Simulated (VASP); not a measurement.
LiF:

```
Li F
1.0
     0.00000    2.01400    2.01400
     2.01400    0.00000    2.01400
     2.01400    2.01400    0.00000
Li F
1 1
Cartesian
  0.0000 0.0000 0.0000
  2.0140 2.0140 2.0140
```

Base run:

```yaml
Program: VASP 6.6.1
Functional: PBE
Potentials_or_basis: VASP PAW PBE potentials, release 64 (Li_sv, F)
Cutoff: 750 eV
k_mesh: 10 × 10 × 10
Occupations: gaussian, width 0.05 eV
Spin: no spin polarisation
```

Its results: band gap on the k mesh 9.08 eV; pressure 1.4 GPa.

Problem. The run is repeated on the same cell with these changes: dispersion from none to D3(BJ). What comes out?

Solution. Band gap on the k mesh 9.08 eV; pressure -2.2 GPa.

Dispersion adds attraction, which lowers the pressure at fixed volume and, as a term added to the energy, leaves the levels alone.

A k mesh can miss the band edges.
